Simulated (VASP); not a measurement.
Write the native input for VASP 6.6.1 that does the following.

```
Task                   : electric field gradients
Functional             : PBE
Potentials or basis    : VASP PAW PBE potentials, release 64 (Co)
Cutoff                 : 520 eV
k mesh                 : 18 × 18 × 18
Occupations            : fermi-dirac, width 0.05 eV
Spin                   : collinear spin, ferromagnetic start
Starting moments       : [2.0] μB
Dipole correction      : no
Further INCAR settings : ALGO = Normal; EDIFF = 1e-08; NBANDS = 14
```

The structure of Co lies in POSCAR:

```
Co
1.0
    0.0000000000      1.7418947116      1.7418947116
    1.7418947116      0.0000000000      1.7418947116
    1.7418947116      1.7418947116      0.0000000000
Co
1
Direct
    0.0000000000      0.0000000000      0.0000000000
```

This isn't the form of Co at room conditions, which is hcp.

The input as run:

INCAR

```
PREC = Accurate
ENCUT = 520
EDIFF = 1E-8
ISMEAR = -1
SIGMA = 0.05
LREAL = False
LASPH = True
NELM = 150
ALGO = Normal
ISIF = 2
LWAVE = False
LCHARG = False
ISPIN = 2
MAGMOM = 2
LORBIT = 11
LMAXMIX = 4
GGA = PE
LEFG = True
NBANDS = 14
```

KPOINTS

```
regular mesh
0
Gamma
  18 18 18
```

Potentials or basis: VASP PAW PBE potentials, release 64 (Co).

Command:

```sh
$ cat potpaw_PBE.64/Co/POTCAR > POTCAR
$ mpirun -np 1 vasp_std > vasp.out
```

Results of the run:

```json
{
 "Pressure": "6.2 GPa",
 "Net moment": "1.62 μB per cell",
 "Site moments": "Co +1.63 μB",
 "Largest electric field gradient by atom": "zero within the noise of the run",
 "Valence electrons inside the program's atomic spheres": "Co 8.32"
}
```

Caveat: the cell stands under pressure.

Wall time 110 s on 1 thread of Intel Xeon 8259CL (shared host), peak memory 0.16 GiB.
